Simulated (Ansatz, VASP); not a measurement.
**One calculation of Sn3As, two programs**

```
Sn As
1.0
     6.65396    0.00000    0.00000
    -3.32698    5.76250    0.00000
     0.00000    0.00000    5.35639
Sn As
6 2
Direct
  0.34194 0.17097 0.75000
  0.82903 0.17097 0.75000
  0.82903 0.65806 0.75000
  0.65806 0.82903 0.25000
  0.17097 0.82903 0.25000
  0.17097 0.34194 0.25000
  0.66667 0.33333 0.25000
  0.33333 0.66667 0.75000
```

Alike in both runs: functional PBE; k mesh 6 × 6 × 8; occupations gaussian, width 0.1 eV; no spin polarisation.

Ansatz relaxed the structure, and its values are those at the end. VASP's run is a single point on that final structure, the one shown.

```csv
,VASP,Ansatz
version,VASP 6.6.1,Ansatz 0.2.0
potentials or method,"VASP PAW PBE potentials, release 64 (Sn_d, As), cutoff 520 eV","scalar-relativistic, plane waves, PAW"
valence electrons in the cell,94,114
```

```csv
,VASP,Ansatz,Ansatz less VASP
gap on the k mesh at the Fermi level (eV),none,none,-
pressure (GPa),0.0,0.0,+0.04
```

A gap of «none» marks a metal or a gap that the smearing closes. The functional is the same, so the differences come from potentials, cutoffs and numerics. VASP's potentials hold 94 valence electrons a cell and Ansatz's 114, so a difference there can come from the potentials and not from the codes.
